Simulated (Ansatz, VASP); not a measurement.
KCl: VASP beside Ansatz

```
K Cl
1.0
     3.77081    0.00000    0.00000
     0.00000    3.77081    0.00000
     0.00000    0.00000    3.77081
K Cl
1 1
Direct
  0.00000 0.00000 0.00000
  0.50000 0.50000 0.50000
```

Alike in both runs: task single point; functional PBE-based screened hybrid with a share of 1.0 of exact exchange and HFSCREEN = 0.5; k mesh 4 × 4 × 4; no spin polarisation.

|  | VASP | Ansatz |
| --- | --- | --- |
| version | VASP 6.6.1 | Ansatz 0.2.0 |
| potentials or method | VASP PAW PBE potentials, release 64 (K_sv, Cl) | plane waves |
| plane-wave cutoff (eV) | 520 | 420 |
| occupations | gaussian, width 0.01 eV | fixed |
| valence electrons in the cell | 16 | 16 |

VASP gave:

- gap on the k mesh at the Fermi level (eV): 7.92
- pressure (GPa): -0.5

Question: Which values does Ansatz return?

Answer: gap on the k mesh at the Fermi level (eV): 7.94; pressure (GPa): -0.5.

VASP's potentials were made for PBE, not for PBE-based screened hybrid. Ansatz's warnings: stress exchange threshold loose, stress scf threshold loose.
